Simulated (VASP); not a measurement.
# ReBi (F-43m) in VASP: a series of runs

The runs below take ReBi through single point, with PBE.

Program: VASP 6.6.1. These are calculated values, not measurements. Logs are shortened: lines on timing, memory, paths and dates and some standing lists are left out, and cuts for length are marked.

### 1 The cell of the first run

Symmetry: F-43m, No. 216, cubic system. The conventional cell has a = 6.035 Å, b = 6.035 Å, c = 6.035 Å, α = 90.00°, β = 90.00°, γ = 90.00°. Re (site symmetry -43m) has 4 Bi at 2.61 Å within 3.4 Å. Bi (site symmetry -43m) has 4 Re at 2.61 Å within 3.4 Å.

### 2 Single point, PBE

File INCAR:

```
SYSTEM = ReBi
PREC = Accurate
ENCUT = 520
EDIFF = 1E-6
ISMEAR = 0
SIGMA = 0.05
LREAL = .False.
LASPH = .True.
NELM = 100
ALGO = Normal
ISIF = 2
LWAVE = .False.
LCHARG = .True.
GGA = PE
LELF = .True.
LVHAR = .True.
NBANDS = 18
```

File KPOINTS:

```
Automatic mesh
0
Gamma
  10 10 10
  0 0 0
```

File POSCAR:

```
ReBi
1.0
    0.0000000000      3.0174949330      3.0174949330
    3.0174949330      0.0000000000      3.0174949330
    3.0174949330      3.0174949330      0.0000000000
Re Bi
1 1
Direct
    0.0000000000      0.0000000000      0.0000000000
    0.2500000000      0.2500000000      0.2500000000
```

Potentials or basis: VASP PAW PBE potentials, release 64 (Re, Bi_d).

On the command line:

```sh
cat potpaw_PBE.64/Re/POTCAR potpaw_PBE.64/Bi_d/POTCAR > POTCAR
mpirun -np 1 vasp_std > vasp.out
```

OUTCAR:

```text
SYSTEM = ReBi
   PREC = Accurate
   ENCUT = 520
   EDIFF = 1E-6
   ISMEAR = 0
   LREAL = .False.
   LASPH = .True.
   NELM = 100
   ISIF = 2
   GGA = PE

 ion  position               nearest neighbor table
   1  0.000  0.000  0.000-   2 2.61   2 2.61   2 2.61   2 2.61
   2  0.250  0.250  0.250-   1 2.61   1 2.61   1 2.61   1 2.61

  LATTYP: Found a face centered cubic cell.
 ALAT       =     6.0349898660

  Lattice vectors:

 A1 = (   0.0000000000,   3.0174949330,   3.0174949330)
 A2 = (   3.0174949330,   0.0000000000,   3.0174949330)
 A3 = (   3.0174949330,   3.0174949330,   0.0000000000)

Analysis of symmetry for initial positions (statically):
=====================================================================
 Subroutine PRICEL returns:
 Original cell was already a primitive cell.

 Routine SETGRP: Setting up the symmetry group for a
 face centered cubic supercell.

 Subroutine GETGRP returns: Found 24 space group operations
 (whereof 24 operations were pure point group operations)
 out of a pool of 48 trial point group operations.

The static configuration has the point symmetry T_d .

Analysis of symmetry for dynamics (positions and initial velocities):
=====================================================================
 Subroutine PRICEL returns:
 Original cell was already a primitive cell.

 Routine SETGRP: Setting up the symmetry group for a
 face centered cubic supercell.

 Subroutine GETGRP returns: Found 24 space group operations
 (whereof 24 operations were pure point group operations)
 out of a pool of 48 trial point group operations.

The dynamic configuration has the point symmetry T_d .

 Subroutine INISYM returns: Found 24 space group operations
 (whereof 24 operations are pure point group operations),
 and found     1 'primitive' translations

----------------------------------------------------------------------------------------

                                     Primitive cell

  volume of cell :      54.9502

  direct lattice vectors                    reciprocal lattice vectors
     0.000000000  3.017494933  3.017494933    -0.165700361  0.165700361  0.165700361
     3.017494933  0.000000000  3.017494933     0.165700361 -0.165700361  0.165700361
     3.017494933  3.017494933  0.000000000     0.165700361  0.165700361 -0.165700361

  length of vectors
     4.267382259  4.267382259  4.267382259     0.287001444  0.287001444  0.287001444

  position of ions in fractional coordinates (direct lattice)
     0.000000000  0.000000000  0.000000000
     0.250000000  0.250000000  0.250000000

  ion indices of the primitive-cell ions
   primitive index   ion index
                 1           1
                 2           2

----------------------------------------------------------------------------------------

 KPOINTS: Automatic mesh

Automatic generation of k-mesh.
 Grid dimensions read from file:
 generate k-points for:   10   10   10

 Generating k-lattice:

  Cartesian coordinates                     Fractional coordinates (reciprocal lattice)
    -0.016570036  0.016570036  0.016570036     0.100000000  0.000000000  0.000000000
     0.016570036 -0.016570036  0.016570036     0.000000000  0.100000000  0.000000000
     0.016570036  0.016570036 -0.016570036     0.000000000  0.000000000  0.100000000

  Length of vectors
     0.028700144  0.028700144  0.028700144

  Shift w.r.t. Gamma in fractional coordinates (k-lattice)
     0.000000000  0.000000000  0.000000000

 Subroutine IBZKPT returns following result:
 ===========================================

 Found     47 irreducible k-points:

 Following reciprocal coordinates:
            Coordinates               Weight
  0.000000  0.000000  0.000000      1.000000
  0.100000  0.000000  0.000000      8.000000
  0.200000  0.000000  0.000000      8.000000
  0.300000  0.000000  0.000000      8.000000
  0.400000  0.000000  0.000000      8.000000
  0.500000  0.000000  0.000000      4.000000
[... 16 lines left out ...]
  0.300000  0.300000  0.000000      6.000000
  0.400000  0.300000  0.000000     24.000000
 [... further k-points ...]
   k-points           NKPTS =     47   k-points in BZ     NKDIM =     47   number of bands    NBANDS=     18
   number of dos      NEDOS =    301   number of ions     NIONS =      2
   total plane-waves  NPLWV =  32768
   dimension x,y,z NGX =    32 NGY =   32 NGZ =   32
   dimension x,y,z NGXF=    64 NGYF=   64 NGZF=   64
   ions per type =               1   1
   NGX,Y,Z   is equivalent  to a cutoff of  12.47, 12.47, 12.47 a.u.
   NGXF,Y,Z  is equivalent  to a cutoff of  24.93, 24.93, 24.93 a.u.
 SYSTEM =  ReBi
   PREC   = accura    normal or accurate (medium, high low for compatibility)
   ISTART =      0    job   : 0-new  1-cont  2-samecut
   ICHARG =      2    charge: 1-file 2-atom 10-const
   ISPIN  =      1    spin polarized calculation?
   LNONCOLLINEAR =      F non collinear calculations
   LSORBIT =      F    spin-orbit coupling
   LASPH  =      T    aspherical Exc in radial PAW
   ENCUT  =  520.0 eV  38.22 Ry    6.18 a.u.   7.93  7.93  7.93*2*pi/ulx,y,z
   NELM   =    100;   NELMIN=  2; NELMDL= -5     # of ELM steps
   EDIFF  = 0.1E-05   stopping-criterion for ELM
   LREAL  =      F    real-space projection
   EDIFFG = 0.1E-04   stopping-criterion for IOM
   NSW    =      0    number of steps for IOM
   IBRION =     -1    ionic relax: 0-MD 1-quasi-New 2-CG
   NFREE  =      0    steps in history (QN), initial steepest desc. (CG)
   ISIF   =      2    stress and relaxation
   ISYM   =      2    0-nonsym 1-usesym 2-fastsym
   POTIM  = 0.5000    time-step for ionic-motion
   TEBEG  =    0.0;   TEEND  =   0.0 temperature during run
   PSTRESS=    0.0 pullay stress
   NELECT =      22.0000    total number of electrons
   NUPDOWN=      -1.0000    fix difference up-down
   EMIN   =  10.00;   EMAX   =-10.00  energy-range for DOS
   EFERMI =   0.00;   METHOD = LEGACY
   ISMEAR =     0;   SIGMA  =   0.05  broadening in eV -4-tet -1-fermi 0-gaus
   EFERMI_NEDOS =   21; number of points for ismear=-14 and -15
   IALGO  =     38    algorithm
   IMIX   =      4    mixing-type and parameters
     AMIX     =   0.40;   BMIX     =  1.00
     AMIX_MAG =   1.60;   BMIX_MAG =  1.00
  volume/ion in A,a.u.               =      27.48       185.41
  Fermi-wavevector in a.u.,A,eV,Ry     =   1.206588  2.280122 19.808120  1.455856
  Thomas-Fermi vector in A             =   2.342251
   LORBIT       =      0    0 simple, 1 ext, 2 COOP (PROOUT), +10 PAW based schemes
   GGA     = PE    functional components
   LHFCALC =     F    Hartree Fock is set to
   AEXX    =    0.0000 exact exchange contribution
   IVDW    =     0    specifies the selected vdW correction
   LEPSILON=     F    determine dielectric tensor
   LRPA    =     F    only Hartree local field effects (RPA)
 non-spin polarized calculation
 Gauss-broadening in eV      SIGMA  =   0.05
  energy-cutoff  :      520.00
  volume of cell :       54.95
 maximum number of plane-waves:      1494
   NGX = 15   NGY = 15   NGZ = 15

 number of electron      21.9999999 magnetization

 Free energy of the ion-electron system (eV)
  ---------------------------------------------------
  ext. energy  EPLUGINS =         0.00000000
  ---------------------------------------------------
  free energy    TOTEN  =       -12.15302590 eV

  energy without entropy =      -12.14813538  energy(sigma->0) =      -12.15058064

 E-fermi :   5.2364     XC(G=0): -10.2397

 val. band max:        5.2359971717   @ k =   0.5000   0.0000   0.0000
 cond. band min:       5.2828002800   @ k =   0.5000   0.4000   0.0000
 fundamental gap:      0.0468031083
 Fermi energy:         5.2363872747

 k-point     1 :       0.0000    0.0000    0.0000
  band No.  band energies     occupation
      1     -16.9290      2.00000
      2     -16.9290      2.00000
      3     -16.9290      2.00000
      4     -16.8762      2.00000
      5     -16.8762      2.00000
      6      -6.7047      2.00000
[... 10 lines left out ...]
     17      12.6239      0.00000
     18      12.6240      0.00000

 k-point     2 :       0.1000    0.0000    0.0000
  band No.  band energies     occupation
      1     -16.9314      2.00000
      2     -16.9294      2.00000
      3     -16.9294      2.00000
      4     -16.8752      2.00000
      5     -16.8752      2.00000
      6      -6.6182      2.00000
[... 10 lines left out ...]
     17      12.9956      0.00000
     18      12.9956      0.00000

 k-point     3 :       0.2000    0.0000    0.0000
  band No.  band energies     occupation
      1     -16.9376      2.00000
      2     -16.9300      2.00000
      3     -16.9300      2.00000
      4     -16.8731      2.00000
      5     -16.8731      2.00000
      6      -6.3792      2.00000
[... 10 lines left out ...]
     17      13.6005      0.00000
     18      13.6021      0.00000

 k-point     4 :       0.3000    0.0000    0.0000
  band No.  band energies     occupation
      1     -16.9455      2.00000
      2     -16.9301      2.00000
      3     -16.9301      2.00000
      4     -16.8710      2.00000
      5     -16.8710      2.00000
      6      -6.0547      2.00000
[... 10 lines left out ...]
     17      14.1264      0.00000
     18      14.1285      0.00000

 k-point     5 :       0.4000    0.0000    0.0000
  band No.  band energies     occupation
      1     -16.9519      2.00000
      2     -16.9297      2.00000
      3     -16.9297      2.00000
      4     -16.8697      2.00000
      5     -16.8697      2.00000
      6      -5.7622      2.00000
[... 10 lines left out ...]
     17      14.4406      0.00000
     18      14.4406      0.00000

 k-point     6 :       0.5000    0.0000    0.0000
  band No.  band energies     occupation
      1     -16.9543      2.00000
      2     -16.9295      2.00000
      3     -16.9295      2.00000
      4     -16.8693      2.00000
      5     -16.8693      2.00000
      6      -5.6417      2.00000
[... 10 lines left out ...]
     17      14.5379      0.00000
     18      14.5379      0.00000

 k-point     7 :       0.1000    0.1000    0.0000
  band No.  band energies     occupation
      1     -16.9335      2.00000
      2     -16.9288      2.00000
      3     -16.9288      2.00000
      4     -16.8756      2.00000
      5     -16.8743      2.00000
      6      -6.5891      2.00000
[... 10 lines left out ...]
     17      13.4798      0.00000
     18      13.4800      0.00000

 k-point     8 :       0.2000    0.1000    0.0000
  band No.  band energies     occupation
      1     -16.9385      2.00000
      2     -16.9297      2.00000
      3     -16.9288      2.00000
      4     -16.8745      2.00000
      5     -16.8720      2.00000
      6      -6.4003      2.00000
[... 10 lines left out ...]
     17      13.5510      0.00000
     18      14.0250      0.00000
[... 229 lines left out ...]
     17      14.7293      0.00000
     18      15.4152      0.00000

 k-point    20 :      -0.4000    0.2000    0.0000
  band No.  band energies     occupation
      1     -16.9506      2.00000
      2     -16.9379      2.00000
      3     -16.9302      2.00000
      4     -16.8697      2.00000
      5     -16.8654      2.00000
      6      -5.4932      2.00000
[... 10 lines left out ...]
     17      15.1891      0.00000
     18      15.9271      0.00000

 k-point    21 :      -0.3000    0.2000    0.0000
  band No.  band energies     occupation
      1     -16.9475      2.00000
      2     -16.9365      2.00000
      3     -16.9315      2.00000
      4     -16.8693      2.00000
      5     -16.8673      2.00000
      6      -5.6629      2.00000
[... 10 lines left out ...]
     17      14.8510      0.00000
     18      15.2116      0.00000

 k-point    22 :      -0.2000    0.2000    0.0000
  band No.  band energies     occupation
      1     -16.9444      2.00000
      2     -16.9328      2.00000
      3     -16.9320      2.00000
      4     -16.8699      2.00000
      5     -16.8698      2.00000
      6      -5.9417      2.00000
[... 10 lines left out ...]
     17      14.3154      0.00000
     18      14.4634      0.00000

 k-point    23 :       0.3000    0.3000    0.0000
  band No.  band energies     occupation
      1     -16.9558      2.00000
      2     -16.9276      2.00000
      3     -16.9276      2.00000
      4     -16.8761      2.00000
      5     -16.8632      2.00000
      6      -5.8262      2.00000
[... 10 lines left out ...]
     17      16.0331      0.00000
     18      16.0438      0.00000

 k-point    24 :       0.4000    0.3000    0.0000
  band No.  band energies     occupation
      1     -16.9592      2.00000
      2     -16.9293      2.00000
      3     -16.9275      2.00000
      4     -16.8758      2.00000
      5     -16.8610      2.00000
      6      -5.5890      2.00000
[... 10 lines left out ...]
     17      15.6719      0.00000
     18      16.5369      0.00000

 [... further k-points ...]

------------------------ aborting loop because EDIFF is reached ----------------------------------------

  FORCE on cell =-STRESS in cart. coord.  units (eV):
  Direction    XX          YY          ZZ          XY          YZ          ZX
  --------------------------------------------------------------------------------------
  -------------------------------------------------------------------------------------
  Total        3.1036508      3.1036508      3.1036508      0.0000000      0.0000000      0.0000000
  in kB       90.4927506     90.4927506     90.4927506      0.0000000      0.0000000      0.0000000
  external PRESSURE =      90.4927506 kB  Pullay stress =       0.0000000 kB

 VOLUME and BASIS-vectors are now :
 -----------------------------------------------------------------------------
  energy-cutoff  :      520.00
  volume of cell :       54.95
      direct lattice vectors                 reciprocal lattice vectors
     0.000000000  3.017494933  3.017494933    -0.165700361  0.165700361  0.165700361
     3.017494933  0.000000000  3.017494933     0.165700361 -0.165700361  0.165700361
     3.017494933  3.017494933  0.000000000     0.165700361  0.165700361 -0.165700361

 POSITION                                       TOTAL-FORCE (eV/Angst)
 -----------------------------------------------------------------------------------
      0.00000      0.00000      0.00000         0.000000      0.000000     -0.000000
      1.50875      1.50875      1.50875        -0.000000     -0.000000      0.000000
 -----------------------------------------------------------------------------------
    total drift:                                0.000000      0.000000      0.000000

  FREE ENERGIE OF THE ION-ELECTRON SYSTEM (eV)
  ---------------------------------------------------
  free  energy   TOTEN  =       -12.1530259005 eV

  energy  without entropy=      -12.1481353839  energy(sigma->0) =      -12.15058064
```

Run time: 61 s. Hardware: 1 thread of Intel Xeon Platinum 8259CL at 2.50GHz (Skylake/Cascade Lake), shared host; peak memory 0.2 GiB.

Results:

```
Free energy : -12.1530 eV
Pressure    : 9.0 GPa
```

Levels at points of the mesh, in eV from the Fermi level:
| k point | band 9 | band 10 | band 11 | band 12 | band 13 | band 14 |
| --- | --- | --- | --- | --- | --- | --- |
| (0.00, 0.00, 0.00) | -2.75 | -0.19 | -0.19 | 2.81 | 6.44 | 6.44 |
| (0.50, 0.00, 0.00) | -2.41 | -0.04 | -0.04 | 0.00 | 3.52 | 3.52 |
| (0.50, 0.50, 0.00) | -1.48 | -0.84 | -0.03 | -0.03 | 0.98 | 0.98 |

Caveat: spin-orbit coupling is left out, which moves the levels of the heavy elements.

### 3 Single point, PBE (volume scaled by 0.945)

File INCAR:

```
SYSTEM = ReBi
PREC     = Accurate       ! precision mode
ENCUT    = 520            ! plane-wave cutoff, eV
EDIFF    = 1E-6           ! SCF threshold, eV
ISMEAR   = 0              ! smearing method
SIGMA    = 0.05           ! smearing width, eV
LREAL    = .FALSE.        ! projectors in reciprocal space
LASPH    = .TRUE.         ! aspherical terms in the spheres
NELM     = 100            ! most SCF steps
ALGO     = Normal         ! electronic algorithm
ISIF     = 2              ! what is computed and relaxed
LWAVE    = .FALSE.        ! write WAVECAR
LCHARG   = .FALSE.        ! write CHGCAR
GGA      = PE             ! functional
NBANDS   = 18             ! bands
```

File KPOINTS:

```
Automatic mesh
0
G
  10 10 10
  0 0 0
```

File POSCAR:

```
ReBi
1.0
    0.0000000000      3.0516674899      3.0516674899
    3.0516674899      0.0000000000      3.0516674899
    3.0516674899      3.0516674899      0.0000000000
Re Bi
1 1
Direct
    0.0000000000      0.0000000000      0.0000000000
    0.2500000000      0.2500000000      0.2500000000
```

Potentials or basis: VASP PAW PBE potentials, release 64 (Re, Bi_d).

On the command line:

```sh
cat potpaw_PBE.64/Re/POTCAR potpaw_PBE.64/Bi_d/POTCAR > POTCAR
mpirun -np 1 vasp_std > vasp.out
```

Run time: 50 s. Hardware: 1 thread of Intel Xeon Platinum 8259CL at 2.50GHz (Skylake/Cascade Lake), shared host; peak memory 0.2 GiB.

The run converged. Its results:

```
Free energy : -12.2373 eV
Pressure    : 5.2 GPa
```

Levels at points of the mesh, in eV from the Fermi level:
```
           k point  band 7  band 8  band 9  band 10  band 11  band 12  band 13  band 14  band 15  band 16
(0.00, 0.00, 0.00)   -2.66   -2.66   -2.66    -0.18    -0.18     2.62     6.18     6.18     6.18     7.21
(0.50, 0.00, 0.00)   -4.12   -2.34   -2.34    -0.04    -0.04    -0.01     3.39     3.39     4.32     8.56
(0.50, 0.50, 0.00)   -4.53   -1.47   -1.47    -0.78    -0.07    -0.01     0.96     0.96     5.99     6.44
```

Caveat: spin-orbit coupling is left out, which moves the levels of the heavy elements.
